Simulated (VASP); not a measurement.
# SnO2 in VASP: single point with LDA

Aim: the single point of SnO2 with LDA.

Everything below comes from runs of VASP 6.6.1. Logs are shortened: lines on timing, memory, paths and dates and some standing lists are left out, and cuts for length are marked.

## Step 1: The cell of the first run

The typed cell holds 6 atoms: a = 4.722 Å, b = 4.722 Å, c = 3.191 Å, α = 90.00°, β = 90.00°, γ = 90.00°.

## Step 2: Single point, LDA

Contents of INCAR:

```
SYSTEM = SnO2
PREC     = Accurate       ! precision mode
ENCUT    = 520            ! plane-wave cutoff, eV
EDIFF    = 1E-6           ! SCF threshold, eV
ISMEAR   = 0              ! smearing method
SIGMA    = 0.05           ! smearing width, eV
LREAL    = .FALSE.        ! projectors in reciprocal space
LASPH    = .TRUE.         ! aspherical terms in the spheres
NELM     = 80             ! most SCF steps
ALGO     = Normal         ! electronic algorithm
ISIF     = 2              ! what is computed and relaxed
LWAVE    = .FALSE.        ! write WAVECAR
LCHARG   = .FALSE.        ! write CHGCAR
GGA      = CA             ! functional
NBANDS   = 35             ! bands
```

Contents of KPOINTS:

```
Automatic mesh
0
G
  6 6 8
  0 0 0
```

Contents of POSCAR:

```
SnO2
1.0
    4.7222914751     -0.0000190634      0.0000887473
   -0.0000329150      4.7219836978      0.0000715238
    0.0000620627      0.0000413563      3.1906225088
Sn O
2 4
Direct
    0.5000006514      0.4999996401      0.4999999085
   -0.0000004005      0.0000003283     -0.0000002857
    0.3060827403      0.3060564703      0.0000069355
    0.8060822576      0.1939432212      0.5000020174
    0.1939179737      0.8060560979      0.4999990198
    0.6939167774      0.6939442421     -0.0000075955
```

Potentials or basis: VASP PAW LDA potentials, release 64 (Sn_d, O).

The run is started by

```bash
> cat potpaw_LDA.64/Sn_d/POTCAR potpaw_LDA.64/O/POTCAR > POTCAR
> mpirun -np 1 vasp_std > vasp.out
```

OUTCAR:

```text
SYSTEM = SnO2
   PREC = Accurate
   ENCUT = 520
   EDIFF = 1E-6
   ISMEAR = 0
   LREAL = .FALSE.
   LASPH = .TRUE.
   NELM = 80
   ISIF = 2
   GGA = CA

 ion  position               nearest neighbor table
   1  0.500  0.500  0.500-   4 2.04   5 2.04   3 2.05   6 2.05   6 2.05   3 2.05   2 3.70   2 3.70
                             2 3.70   2 3.70   2 3.70   2 3.70   2 3.70   2 3.70
   2  1.000  0.000  1.000-   6 2.04   3 2.04   4 2.05   5 2.05   4 2.05   5 2.05   1 3.70   1 3.70
                             1 3.70   1 3.70   1 3.70   1 3.70   1 3.70   1 3.70
   3  0.306  0.306  0.000-   2 2.04   1 2.05   1 2.05
   4  0.806  0.194  0.500-   1 2.04   2 2.05   2 2.05
   5  0.194  0.806  0.500-   1 2.04   2 2.05   2 2.05
   6  0.694  0.694  1.000-   2 2.04   1 2.05   1 2.05

  LATTYP: Found a simple monoclinic cell.
 ALAT       =     4.7222914760
 B/A-ratio  =     0.9999348245
 C/A-ratio  =     1.2068787835
 COS(beta)  =    -0.8286050379

  Lattice vectors:

 A1 = (   4.7222914751,  -0.0000190634,   0.0000887473)
 A2 = (   0.0000329150,  -4.7219836978,  -0.0000715238)
 A3 = (  -4.7223535378,  -0.0000222929,  -3.1907112561)

Analysis of symmetry for initial positions (statically):
=====================================================================
 Subroutine PRICEL returns:
 Original cell was already a primitive cell.

 Routine SETGRP: Setting up the symmetry group for a
 simple monoclinic supercell.

 Subroutine GETGRP returns: Found  4 space group operations
 (whereof  2 operations were pure point group operations)
 out of a pool of  4 trial point group operations.

The static configuration has the point symmetry S_2 .
 The point group associated with its full space group is C_2h.

Analysis of symmetry for dynamics (positions and initial velocities):
=====================================================================
 Subroutine PRICEL returns:
 Original cell was already a primitive cell.

 Routine SETGRP: Setting up the symmetry group for a
 simple monoclinic supercell.

 Subroutine GETGRP returns: Found  4 space group operations
 (whereof  2 operations were pure point group operations)
 out of a pool of  4 trial point group operations.

The dynamic configuration has the point symmetry S_2 .
 The point group associated with its full space group is C_2h.

 Subroutine INISYM returns: Found  4 space group operations
[... 105 lines left out ...]
   EDIFF  = 0.1E-05   stopping-criterion for ELM
   LREAL  =      F    real-space projection
   EDIFFG = 0.1E-04   stopping-criterion for IOM
   NSW    =      0    number of steps for IOM
   IBRION =     -1    ionic relax: 0-MD 1-quasi-New 2-CG
   NFREE  =      0    steps in history (QN), initial steepest desc. (CG)
   ISIF   =      2    stress and relaxation
   ISYM   =      2    0-nonsym 1-usesym 2-fastsym
   POTIM  = 0.5000    time-step for ionic-motion
   TEBEG  =    0.0;   TEEND  =   0.0 temperature during run
   PSTRESS=    0.0 pullay stress
   NELECT =      52.0000    total number of electrons
   NUPDOWN=      -1.0000    fix difference up-down
   EMIN   =  10.00;   EMAX   =-10.00  energy-range for DOS
   EFERMI =   0.00;   METHOD = LEGACY
   ISMEAR =     0;   SIGMA  =   0.05  broadening in eV -4-tet -1-fermi 0-gaus
   EFERMI_NEDOS =   21; number of points for ismear=-14 and -15
   IALGO  =     38    algorithm
   IMIX   =      4    mixing-type and parameters
     AMIX     =   0.40;   BMIX     =  1.00
     AMIX_MAG =   1.60;   BMIX_MAG =  1.00
  volume/ion in A,a.u.               =      11.86        80.02
  Fermi-wavevector in a.u.,A,eV,Ry     =   1.474659  2.786702 29.587505  2.174620
  Thomas-Fermi vector in A             =   2.589404
   LORBIT       =      0    0 simple, 1 ext, 2 COOP (PROOUT), +10 PAW based schemes
   GGA     = CA    functional components
   LHFCALC =     F    Hartree Fock is set to
   AEXX    =    0.0000 exact exchange contribution
   IVDW    =     0    specifies the selected vdW correction
   LEPSILON=     F    determine dielectric tensor
   LRPA    =     F    only Hartree local field effects (RPA)
 non-spin polarized calculation
 Gauss-broadening in eV      SIGMA  =   0.05
  energy-cutoff  :      520.00
  volume of cell :       71.15
 maximum number of plane-waves:      1944
   NGX = 17   NGY = 17   NGZ = 11

 number of electron      51.9999997 magnetization

 Free energy of the ion-electron system (eV)
  ---------------------------------------------------
  ext. energy  EPLUGINS =         0.00000000
  ---------------------------------------------------
  free energy    TOTEN  =       -42.27987396 eV

  energy without entropy =      -42.27987396  energy(sigma->0) =      -42.27987396

 E-fermi :   6.1351     XC(G=0): -11.8312

 val. band max:        5.9348356450   @ k =   0.0000   0.0000   0.0000
 cond. band min:       7.1308706469   @ k =   0.0000   0.0000   0.0000
 fundamental gap:      1.1960350019
 Fermi energy:         6.1350870090

 k-point     1 :       0.0000    0.0000    0.0000
  band No.  band energies     occupation
      1     -15.0830      2.00000
      2     -14.3025      2.00000
      3     -14.0281      2.00000
      4     -14.0091      2.00000
      5     -14.0089      2.00000
      6     -13.9315      2.00000
[... 901 lines left out ...]
     34      17.8863      0.00000
     35      18.1635      0.00000

 [... further k-points ...]

------------------------ aborting loop because EDIFF is reached ----------------------------------------

  FORCE on cell =-STRESS in cart. coord.  units (eV):
  Direction    XX          YY          ZZ          XY          YZ          ZX
  --------------------------------------------------------------------------------------
  -------------------------------------------------------------------------------------
  Total        0.4150914      0.4169507      0.6093102     -0.0000046      0.0000142     -0.0016903
  in kB        9.3476330      9.3895029     13.7213334     -0.0001037      0.0003202     -0.0380638
  external PRESSURE =      10.8194898 kB  Pullay stress =       0.0000000 kB

 VOLUME and BASIS-vectors are now :
 -----------------------------------------------------------------------------
  energy-cutoff  :      520.00
  volume of cell :       71.15
      direct lattice vectors                 reciprocal lattice vectors
     4.722291475 -0.000019063  0.000088747     0.211761600  0.000001476 -0.000004119
    -0.000032915  4.721983698  0.000071524     0.000000855  0.211775403 -0.000002745
     0.000062063  0.000041356  3.190622509    -0.000005890 -0.000004747  0.313418462

 POSITION                                       TOTAL-FORCE (eV/Angst)
 -----------------------------------------------------------------------------------
      2.36116      2.36100      1.59539         0.000000     -0.000000     -0.000000
      4.72235      0.00002      3.19071         0.000000     -0.000000     -0.000000
      1.44540      1.44519      0.00007        -0.014655     -0.014663      0.000036
      3.80658      0.91580      1.59540        -0.014655      0.014663      0.000036
      0.91574      3.80620      1.59538         0.014655     -0.014663     -0.000036
      3.27692      3.27682      3.19071         0.014655      0.014663     -0.000036
 -----------------------------------------------------------------------------------
    total drift:                               -0.003960      0.003278     -0.005592

  FREE ENERGIE OF THE ION-ELECTRON SYSTEM (eV)
  ---------------------------------------------------
  free  energy   TOTEN  =       -42.2798739568 eV

  energy  without entropy=      -42.2798739567  energy(sigma->0) =      -42.27987396
```

OSZICAR:

```text
N       E                     dE             d eps       ncg     rms          rms(c)
DAV:   1     0.631210629464E+03    0.63121E+03   -0.25606E+04  8035   0.233E+03
DAV:   2     0.530022284828E+02   -0.57821E+03   -0.54622E+03  7760   0.615E+02
DAV:   3    -0.433375031020E+02   -0.96340E+02   -0.94679E+02  7925   0.209E+02
DAV:   4    -0.483259451641E+02   -0.49884E+01   -0.49534E+01  9212   0.512E+01
DAV:   5    -0.484579134289E+02   -0.13197E+00   -0.13177E+00  9312   0.874E+00    0.159E+01
DAV:   6    -0.423472611994E+02    0.61107E+01   -0.16889E+01 11706   0.644E+01    0.642E+00
DAV:   7    -0.423737752865E+02   -0.26514E-01   -0.19637E+00  8416   0.787E+00    0.320E+00
DAV:   8    -0.422942935843E+02    0.79482E-01   -0.21100E-01 11223   0.423E+00    0.722E-01
DAV:   9    -0.422797421682E+02    0.14551E-01   -0.32246E-02 12078   0.302E+00    0.129E-01
DAV:  10    -0.422798591115E+02   -0.11694E-03   -0.33325E-03  9628   0.460E-01    0.494E-02
DAV:  11    -0.422798736384E+02   -0.14527E-04   -0.13412E-04 11744   0.125E-01    0.213E-02
DAV:  12    -0.422798765463E+02   -0.29079E-05   -0.13578E-05  8761   0.254E-02    0.134E-02
DAV:  13    -0.422798738911E+02    0.26552E-05   -0.85552E-06  9048   0.428E-02    0.158E-03
DAV:  14    -0.422798739568E+02   -0.65665E-07   -0.76429E-07  4781   0.765E-03
   1 F= -.42279874E+02 E0= -.42279874E+02  d E =-.105880E-10
```

stdout:

```text
POSCAR found type information on POSCAR SnO
 POSCAR found :  2 types and       6 ions
 scaLAPACK will be used
 LDA part: xc-table for (Slater(with rela. corr.)+CA(PZ))
 , standard interpolation
 POSCAR, INCAR and KPOINTS ok, starting setup
 FFT: planning ... GRIDC
 FFT: planning ... GRID_SOFT
 FFT: planning ... GRID
 WAVECAR not read
 entering main loop
```

It took 5 min on 1 thread of Oxide Virtual Turin-like, shared host; peak memory 0.26 GiB.

What came out:

| Property | Result |
| --- | --- |
| Free energy | -42.2799 eV |
| Pressure | 1.1 GPa |
| Largest force | 0.021 eV/Å |
| Band gap on the k mesh | 1.20 eV |

Forces on the atoms (eV/Å):
```
Sn   0.000  0.000  0.000
Sn   0.000  0.000  0.000
O   -0.015 -0.015  0.000
O   -0.015  0.015  0.000
O    0.015 -0.015  0.000
O    0.015  0.015  0.000
```

Levels at points of the mesh, in eV from the valence-band top:
| k point | band 23 | band 24 | band 25 | band 26 | band 27 | band 28 | band 29 | band 30 |
| --- | --- | --- | --- | --- | --- | --- | --- | --- |
| (0.00, 0.00, 0.00) | -1.28 | -0.81 | -0.81 | 0.00 | 1.20 | 5.96 | 6.08 | 6.08 |
| (0.50, 0.00, 0.00) | -1.24 | -1.24 | -0.65 | -0.65 | 4.36 | 4.36 | 6.83 | 6.83 |
| (0.00, 0.50, 0.00) | -1.24 | -1.24 | -0.65 | -0.65 | 4.36 | 4.36 | 6.83 | 6.83 |
| (0.50, 0.50, 0.00) | -1.36 | -1.36 | -0.92 | -0.92 | 4.74 | 4.74 | 7.32 | 7.32 |
| (0.00, 0.00, 0.50) | -1.73 | -1.73 | -1.29 | -1.29 | 6.07 | 6.07 | 9.54 | 9.54 |
| (0.50, 0.00, 0.50) | -1.14 | -1.14 | -0.72 | -0.72 | 6.36 | 6.36 | 7.90 | 7.90 |
| (0.00, 0.50, 0.50) | -1.14 | -1.14 | -0.72 | -0.72 | 6.36 | 6.36 | 7.90 | 7.90 |
| (0.50, 0.50, 0.50) | -0.99 | -0.99 | -0.85 | -0.85 | 4.73 | 4.73 | 8.64 | 8.64 |

Caveat: spin-orbit coupling is left out, which moves the levels of the heavy elements.
